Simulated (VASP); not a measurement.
Here is a VASP 6.6.1 calculation.

Contents of INCAR:

```
SYSTEM = B3N2
PREC = Accurate ; ENCUT = 600
EDIFF = 1E-6 ; ISMEAR = 0
SIGMA = 0.1 ; LREAL = .False.
LASPH = .True. ; NELM = 60
ALGO = Normal ; ISIF = 3
LWAVE = .False. ; LCHARG = .False.
GGA = PE ; IBRION = 2
NSW = 90 ; EDIFFG = -0.04
```

Contents of KPOINTS:

```
regular mesh
0
Gamma
  6 6 6
  0 0 0
```

Contents of POSCAR:

```
B3N2
1.0
    4.0311477802      0.0000000000      0.0000000000
   -2.0155738901      3.4910763841      0.0000000000
    0.0000000000      0.0000000000      2.9660062752
B N
3 2
Direct
    0.0000000000      0.0000000000      0.7506544920
    0.0000000000      0.0000000000      0.2493455080
    0.6666666667      0.3333333333      0.0000000000
    0.6666666667      0.3333333333      0.5000000000
    0.3333333333      0.6666666667      0.0000000000
```

Potentials or basis: VASP PAW PBE potentials, release 64 (B, N).

Launch:

```console
$ cat potpaw_PBE.64/B/POTCAR potpaw_PBE.64/N/POTCAR > POTCAR
$ mpirun -np 1 vasp_std > vasp.out
```

(1) What does it give for the relaxed cell?

(2) Predict the relaxed volume.

(3) Predict the space group after relaxing (to 0.1 Å).

## Answers

(1) a = 3.965 Å, b = 3.965 Å, c = 2.990 Å, α = 90.00°, β = 90.00°, γ = 120.00°.

(2) 8.14 Å³/atom.

(3) P-6m2 (No. 187).
